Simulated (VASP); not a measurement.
Input of a VASP 6.6.1 run:

INCAR

```
SYSTEM = La2SnO4
ALGO     = Normal         ! electronic algorithm
EDIFF    = 1E-7           ! SCF threshold, eV
ENCUT    = 520            ! plane-wave cutoff, eV
GGA      = PE             ! functional
ISIF     = 2              ! what is computed and relaxed
ISMEAR   = 0              ! smearing method
LASPH    = .TRUE.         ! aspherical terms in the spheres
LCHARG   = .FALSE.        ! write CHGCAR
LREAL    = .FALSE.        ! projectors in reciprocal space
LWAVE    = .FALSE.        ! write WAVECAR
NBANDS   = 39             ! bands
NELM     = 80             ! most SCF steps
PREC     = Accurate       ! precision mode
SIGMA    = 0.02           ! smearing width, eV
```

The input KPOINTS:

```
k-points
0
G
  10 10 10
  0 0 0
```

POSCAR

```
La2SnO4
1.0
   -2.0466952561      2.0466952561      7.5033247836
    2.0466952561     -2.0466952561      7.5033247836
    2.0466952561      2.0466952561     -7.5033247836
La Sn O
2 1 4
Direct
    0.3658307606      0.3658307606      0.0000000000
    0.6966224853      0.6966224853      0.0000000000
    0.0264602518      0.0264602518      0.0000000000
    0.9680029616      0.4680029616      0.5000000000
    0.4680029616      0.9680029616      0.5000000000
    0.2675402896      0.7675402896      0.5000000000
    0.7675402896      0.2675402896      0.5000000000
```

Potentials or basis: VASP PAW PBE potentials, release 64 (La, Sn_d, O).

Launch:

```bash
$ cat potpaw_PBE.64/La/POTCAR potpaw_PBE.64/Sn_d/POTCAR potpaw_PBE.64/O/POTCAR > POTCAR
$ mpirun -np 1 vasp_std > vasp.out
```

(1) What does it give for the band gap on the k mesh?

(2) Predict the pressure.

## Answers

(1) 1.69 eV (least direct gap 2.21 eV).

(2) -1.0 GPa.

Caveat: spin-orbit coupling is left out, which moves the levels of the heavy elements.
